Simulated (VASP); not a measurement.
# Sb (I4/mmm) in VASP: notebook, part 3 of 3

VASP 6.6.1. Earlier steps stand in the parts before.

## Step 5: Single point, PBE-based screened hybrid with 25 % exact exchange

This run uses another cell than the first one, of 26.96 Å³/atom.

The input, POSCAR:

```
Sb
1.0
   -1.5765401831      1.5765401831      2.7119384313
    1.5765401831     -1.5765401831      2.7119384313
    1.5765401831      1.5765401831     -2.7119384313
Sb
1
Direct
    0.0000000000      0.0000000000      0.0000000000
```

The input, INCAR.step1:

```
SYSTEM = Sb
ALGO = Normal
EDIFF = 1E-5
ENCUT = 400
GGA = PE
GGA_COMPAT = .FALSE.
ISIF = 2
ISMEAR = -1
LASPH = .TRUE.
LREAL = .FALSE.
LWAVE = .TRUE.
NBANDS = 14
NELM = 120
PREC = Accurate
SIGMA = 0.05
```

The input, INCAR.step2:

```
SYSTEM = Sb
AEXX = 0.25
ALGO = Normal
EDIFF = 1E-6
ENCUT = 400
GGA = PE
GGA_COMPAT = .FALSE.
HFSCREEN = 0.3
ISIF = 2
ISMEAR = -1
ISTART = 1
LASPH = .TRUE.
LCHARG = .TRUE.
LELF = .TRUE.
LHFCALC = .TRUE.
LREAL = .FALSE.
LVHAR = .TRUE.
LWAVE = .FALSE.
NBANDS = 14
NELM = 120
PREC = Accurate
PRECFOCK = Normal
SIGMA = 0.05
```

The input, KPOINTS:

```
k-points
0
G
  6 6 6
  0 0 0
```

Potentials or basis: VASP PAW PBE potentials, release 64 (Sb_d_GW).

On the command line:

```sh
$ cat potpaw_PBE.64/Sb_d_GW/POTCAR > POTCAR
$ cp INCAR.step1 INCAR
$ mpirun -np 1 vasp_std > vasp.out
$ cp INCAR.step2 INCAR
$ mpirun -np 1 vasp_std > vasp.out
```

OUTCAR:

```text
SYSTEM = Sb
   AEXX = 0.25
   EDIFF = 1E-6
   ENCUT = 400
   GGA = PE
   HFSCREEN = 0.3
   ISIF = 2
   ISMEAR = -1
   ISTART = 1
   LASPH = .TRUE.
   LHFCALC = .TRUE.
   LREAL = .FALSE.
   NELM = 120
   PREC = Accurate
   PRECFOCK = Normal

 ion  position               nearest neighbor table
   1  0.000  0.000  0.000-

  LATTYP: Found a body centered tetragonal cell.
 ALAT       =     3.1530803662
 C/A-ratio  =     1.7201835135

  Lattice vectors:

 A1 = (  -1.5765401831,   1.5765401831,   2.7119384313)
 A2 = (   1.5765401831,  -1.5765401831,   2.7119384313)
 A3 = (   1.5765401831,   1.5765401831,  -2.7119384313)

Analysis of symmetry for initial positions (statically):
=====================================================================
 Subroutine PRICEL returns:
 Original cell was already a primitive cell.

 Routine SETGRP: Setting up the symmetry group for a
 body centered tetragonal supercell.

 Subroutine GETGRP returns: Found 16 space group operations
 (whereof 16 operations were pure point group operations)
 out of a pool of 16 trial point group operations.

The static configuration has the point symmetry D_4h.

Analysis of symmetry for dynamics (positions and initial velocities):
=====================================================================
 Subroutine PRICEL returns:
 Original cell was already a primitive cell.

 Routine SETGRP: Setting up the symmetry group for a
 body centered tetragonal supercell.

 Subroutine GETGRP returns: Found 16 space group operations
 (whereof 16 operations were pure point group operations)
 out of a pool of 16 trial point group operations.

The dynamic configuration has the point symmetry D_4h.

 Subroutine INISYM returns: Found 16 space group operations
[... 125 lines left out ...]
   NKREDY  =     1    reduce k-point grid by
   NKREDZ  =     1    reduce k-point grid by
   AEXX    =    0.2500 exact exchange contribution
   HFSCREEN=    0.3000 screening length (either q_TF or 0.3 A-1)
   HFSCREENC=   0.3000 screening length for correlation (either q_TF or 0.3 A-1)
   ENCUTFOCK=  -1.0 apply spherical cutoff to Coloumb kernel
   IVDW    =     0    specifies the selected vdW correction
   LEPSILON=     F    determine dielectric tensor
   LRPA    =     F    only Hartree local field effects (RPA)
 non-spin polarized calculation
  energy-cutoff  :      400.00
  volume of cell :       26.96
 maximum number of plane-waves:       501
  NGX = 18; NGY = 18; NGZ = 18

 number of electron      15.0000016 magnetization

 Free energy of the ion-electron system (eV)
  ---------------------------------------------------
  ext. energy  EPLUGINS =         0.00000000
  ---------------------------------------------------
  free energy    TOTEN  =        -4.44718969 eV

  energy without entropy =       -4.44534547  energy(sigma->0) =       -4.44626758

 E-fermi :   6.5985     XC(G=0):  -8.9370

 val. band max:        6.2286734499   @ k =  -0.3333   0.3333   0.0000
 cond. band min:       6.7367954082   @ k =   0.5000   0.3333  -0.0000
 fundamental gap:      0.5081219583
 Fermi energy:         6.5984730691

 k-point     1 :       0.0000    0.0000    0.0000
  band No.  band energies     occupation
      1     -25.4662      2.00000
      2     -25.4524      2.00000
      3     -25.4066      2.00000
      4     -25.4066      2.00000
      5     -25.3206      2.00000
      6      -7.9834      2.00000
      7      11.4521      0.00000
      8      12.2738      0.00000
      9      12.2738      0.00000
     10      16.7960      0.00000
     11      17.4927      0.00000
     12      18.0886      0.00000
     13      18.2565      0.00000
     14      18.2578      0.00000
[... 377 lines left out ...]
      1     -25.4642      2.00000
      2     -25.4376      2.00000
      3     -25.3877      2.00000
      4     -25.3803      2.00000
      5     -25.3226      2.00000
      6      -6.1684      2.00000
      7       5.1285      2.00000
      8       7.2947      0.00000
      9      10.4204      0.00000
     10      14.3203      0.00000
     11      17.1349      0.00000
     12      19.3958      0.00000
     13      22.4322      0.00000
     14      23.4376      0.00000

 [... further k-points ...]

------------------------ aborting loop because EDIFF is reached ----------------------------------------

  FORCE on cell =-STRESS in cart. coord.  units (eV):
  Direction    XX          YY          ZZ          XY          YZ          ZX
  --------------------------------------------------------------------------------------
  -------------------------------------------------------------------------------------
  Total        0.0407219      0.0407219     -0.4771843      0.0000000      0.0000000      0.0000000
  in kB        2.4198531      2.4198531    -28.3561229      0.0000000      0.0000000      0.0000000
  external PRESSURE =      -7.8388056 kB  Pullay stress =       0.0000000 kB

 VOLUME and BASIS-vectors are now :
 -----------------------------------------------------------------------------
  energy-cutoff  :      400.00
  volume of cell :       26.96
      direct lattice vectors                 reciprocal lattice vectors
    -1.576540183  1.576540183  2.711938431     0.000000000  0.317150178  0.184369967
     1.576540183 -1.576540183  2.711938431     0.317150178  0.000000000  0.184369967
     1.576540183  1.576540183 -2.711938431     0.317150178  0.317150178  0.000000000

 POSITION                                       TOTAL-FORCE (eV/Angst)
 -----------------------------------------------------------------------------------
      0.00000      0.00000      0.00000        -0.000000      0.000000      0.000000
 -----------------------------------------------------------------------------------
    total drift:                                0.000000      0.000000     -0.000005

  FREE ENERGIE OF THE ION-ELECTRON SYSTEM (eV)
  ---------------------------------------------------
  free  energy   TOTEN  =        -4.4471896870 eV

  energy  without entropy=       -4.4453454666  energy(sigma->0) =       -4.44626758
```

OSZICAR.step1:

```text
N       E                     dE             d eps       ncg     rms          rms(c)
DAV:   1     0.786160010490E+02    0.78616E+02   -0.46271E+03  1076   0.874E+03
DAV:   2     0.235975730809E+01   -0.76256E+02   -0.73588E+02  1350   0.754E+02
DAV:   3    -0.381343463740E+01   -0.61732E+01   -0.61661E+01  1230   0.943E+01
DAV:   4    -0.390569341476E+01   -0.92259E-01   -0.92236E-01  1144   0.936E+00
DAV:   5    -0.390942943445E+01   -0.37360E-02   -0.37359E-02  1184   0.192E+00    0.283E+00
DAV:   6    -0.390361161153E+01    0.58178E-02   -0.48509E-03  1324   0.531E+00    0.170E+00
DAV:   7    -0.390149335496E+01    0.21183E-02   -0.56533E-03  1248   0.476E+00    0.762E-02
DAV:   8    -0.390149310642E+01    0.24854E-06   -0.82159E-04  1386   0.160E+00    0.313E-02
DAV:   9    -0.390149581794E+01   -0.27115E-05   -0.56543E-06   792   0.115E-01
   1 F= -.39014958E+01 E0= -.39004910E+01  d E =-.200970E-02
```

Run time: 20 min. Hardware: 1 thread of AMD EPYC 9R45 (Zen 5), shared host; peak memory 0.22 GiB.

Results:

- Free energy: -4.4472 eV
- Pressure: -0.8 GPa
- Band gap on the k mesh: zero (an odd number of electrons rules out a gap without spin polarisation)

Levels at points of the mesh, in eV from the Fermi level:
| k point | band 4 | band 5 | band 6 | band 7 | band 8 | band 9 | band 10 | band 11 | band 12 | band 13 |
| --- | --- | --- | --- | --- | --- | --- | --- | --- | --- | --- |
| (0.00, 0.00, 0.00) | -32.01 | -31.92 | -14.58 | 4.85 | 5.68 | 5.68 | 10.20 | 10.89 | 11.49 | 11.66 |
| (0.50, 0.00, 0.00) | -31.94 | -31.92 | -10.26 | -6.73 | 1.71 | 5.60 | 6.32 | 10.74 | 11.02 | 11.67 |
| (0.50, 0.50, 0.00) | -31.96 | -31.86 | -7.45 | -5.19 | -1.44 | 0.42 | 3.45 | 4.36 | 16.19 | 16.34 |
| (0.50, 0.50, 0.50) | -31.95 | -31.91 | -10.41 | -6.58 | 2.05 | 2.05 | 6.04 | 6.30 | 21.96 | 22.07 |

Caveat: the k points lie up to 0.38 Å⁻¹ apart, too coarse for converged energies and pressures of a metal; the PAW data sets were made with another functional, which shifts forces and pressure a little; spin-orbit coupling is left out, which moves the levels of the heavy elements; an odd number of electrons without spin polarisation forces a metal; a magnetic or distorted state may lie lower.

## Step 6: Summary

| level | potentials or basis | cell | k mesh | cutoff (eV) | screening parameter | gap on the mesh (eV) | pressure (GPa) |
| --- | --- | --- | --- | --- | --- | --- | --- |
| PBE0 | VASP PAW PBE potentials, release 64 (Sb) | a = 3.463 Å, angles 126.6, 126.6, 78.8°, 1 atom | 8 × 8 × 8 | 520 | - | none | 1.1 |
| PBE0 | VASP PAW PBE potentials, release 64 (Sb_d_GW) | a = 3.511 Å, angles 126.6, 126.6, 78.8°, 1 atom | 6 × 6 × 6 | 400 | - | none | -1.3 |
| PBE0 | VASP PAW PBE potentials, release 64 (Sb_d_GW) | a = 3.487 Å, angles 126.6, 126.6, 78.8°, 1 atom | 6 × 6 × 6 | 400 | - | none | 0.1 |
| PBE-based screened hybrid with 25 % exact exchange | VASP PAW PBE potentials, release 64 (Sb_d_GW) | a = 3.511 Å, angles 126.6, 126.6, 78.8°, 1 atom | 6 × 6 × 6 | 400 | 0.3 1/Å | none | -0.8 |

Alike in all rows: task single point; no spin polarisation; smearing fermi-dirac 0.05 eV.

Caveats: some runs use coarse meshes; the PAW data sets were made with another functional, which shifts forces and pressure a little; spin-orbit coupling is left out, which moves the levels of the heavy elements; an odd number of electrons without spin polarisation forces a metal; a magnetic or distorted state may lie lower.

Total energies depend on the potentials used, so only differences within one code and one set of settings carry meaning.

The gap in the log of VASP goes by the Fermi energy; the results here count the filled bands.